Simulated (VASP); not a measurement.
CdSe (Cadmoselite), 4 atoms in the cell. Symmetry: P6_3mc, No. 186, hexagonal system. The conventional cell has a = 4.384 Å, b = 4.384 Å, c = 7.158 Å, α = 90.00°, β = 90.00°, γ = 120.00°. Cd (site symmetry 3m) has 4 Se at 2.66 to 2.76 Å within 3.5 Å. Se (site symmetry 3m) has 4 Cd at 2.66 to 2.76 Å within 3.5 Å. 

```yaml
Program: VASP 6.6.1
Task: single point
Functional: PBEsol
Potentials_or_basis: VASP PAW PBE potentials, release 64 (Cd, Se)
Cutoff: 520 eV
k_mesh: 7 × 7 × 4
Occupations: fermi-dirac, width 0.05 eV
Spin: non-collinear spin, zero start, spin-orbit coupling
Starting_moments: "[[0.0, 0.0, 0.0], [0.0, 0.0, 0.0], [0.0, 0.0, 0.0], [0.0, 0.0, 0.0]] μB"
Dipole_correction: no
Further_INCAR_settings: ALGO = Normal; EDIFF = 1e-06; NBANDS = 50
```

Potentials or basis: VASP PAW PBE potentials, release 64 (Cd, Se).

Command:

```console
$ cat potpaw_PBE.64/Cd/POTCAR potpaw_PBE.64/Se/POTCAR > POTCAR
$ mpirun -np 1 vasp_ncl > vasp.out
```

Hardware: 1 thread of Intel(R) Xeon(R) Platinum 8488C (Sapphire Rapids) (shared host).

Problem. How long does it take, and how much memory?

Solution. It took 4.4 min on 1 thread of Intel(R) Xeon(R) Platinum 8488C (Sapphire Rapids) (shared host), peak memory 0.67 GiB. Counts: scf iterations 14, k points 32.
